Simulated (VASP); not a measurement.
Set up this calculation in VASP 6.6.1, as the native input.

| Quantity | Value |
| --- | --- |
| Task | electric field gradients |
| Functional | r2SCAN |
| Potentials or basis | VASP PAW PBE potentials, release 64 (Al) |
| Cutoff | 520 eV |
| k mesh | 14 × 14 × 14 |
| Occupations | fermi-dirac, width 0.05 eV |
| Spin | no spin polarisation |
| Dipole correction | no |
| Further INCAR settings | ALGO = Normal; EDIFF = 1e-08; NBANDS = 8 |

The system is Al.

```
Al
1.0
     0.00000    2.02398    2.02398
     2.02398    0.00000    2.02398
     2.02398    2.02398    0.00000
Al
1
Direct
  0.00000 0.00000 0.00000
```

These files were run (other wordings do the same):

POSCAR

```
Al
1.0
    0.0000000000      2.0239800000      2.0239800000
    2.0239800000      0.0000000000      2.0239800000
    2.0239800000      2.0239800000      0.0000000000
Al
1
Direct
    0.0000000000      0.0000000000      0.0000000000
```

INCAR.step1

```
  PREC = Accurate
  ENCUT = 520
  ISMEAR = -1
  SIGMA = 0.05
  LREAL = False
  LASPH = True
  NELM = 60
  NBANDS = 8
  GGA = PE
  ALGO = Normal
  EDIFF = 1E-4
  LWAVE = True
  LCHARG = False
```

INCAR.step2

```
  PREC = Accurate
  ENCUT = 520
  EDIFF = 1E-8
  ISMEAR = -1
  SIGMA = 0.05
  LREAL = False
  LASPH = True
  NELM = 60
  ALGO = Normal
  ISIF = 2
  LWAVE = False
  LCHARG = False
  METAGGA = R2SCAN
  LMIXTAU = True
  LEFG = True
  NBANDS = 8
  ISTART = 1
```

KPOINTS

```
regular mesh
0
Gamma
  14 14 14
```

Potentials or basis: VASP PAW PBE potentials, release 64 (Al).

Run with:

```bash
$ cat potpaw_PBE.64/Al/POTCAR > POTCAR
$ cp INCAR.step1 INCAR
$ mpirun -np 1 vasp_std > vasp.out
$ cp INCAR.step2 INCAR
$ mpirun -np 1 vasp_std > vasp.out
```

It gave:

```json
{"Pressure": "-4.0 GPa"}
```

Caveat: without QUAD_EFG the Cq values of the log hold for a quadrupole moment of 1 mb, not for the nuclei; the PAW data sets were made with another functional, which shifts forces and pressure a little.

Wall time 40 s on 1 thread of Intel Xeon 6975P-C, with other jobs on the host, peak memory 0.14 GiB.
